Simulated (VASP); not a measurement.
Ge, 4 atoms in the cell. The structure is orthorhombic, space group Fmmm (No. 69). The conventional cell has a = 5.296 Å, b = 5.810 Å, c = 10.299 Å, α = 90.00°, β = 90.00°, γ = 90.00°. Ge (site symmetry m2m) has 8 Ge at 2.63 to 3.19 Å within 3.5 Å. Within 4.0 Å of Ge (site symmetry mm2) lie 16 Ge at 2.73 to 3.93 Å. 

| Property | Result |
| --- | --- |
| Program | VASP 6.6.1 |
| Task | single point |
| Functional | LDA |
| Potentials or basis | VASP PAW LDA potentials, release 64 (Ge_d) |
| Cutoff | 520 eV |
| k mesh | 7 × 7 × 7 |
| Occupations | fermi-dirac, width 0.05 eV |
| Spin | no spin polarisation |
| Dipole correction | no |
| Further INCAR settings | ALGO = Normal; EDIFF = 1e-06; NBANDS = 36 |

Potentials or basis: VASP PAW LDA potentials, release 64 (Ge_d).

Command:

```console
$ cat potpaw_LDA.64/Ge_d/POTCAR > POTCAR
$ mpirun -np 1 vasp_std > vasp.out
```

Hardware: 1 thread of Intel Xeon 8259CL, with other jobs on the host.

**Question.** Estimate the wall time of this run.

**Answer.** Run time: 3.5 min on 1 thread of Intel Xeon 8259CL, with other jobs on the host, peak memory 0.28 GiB. Counts: scf iterations 13, k points 64.
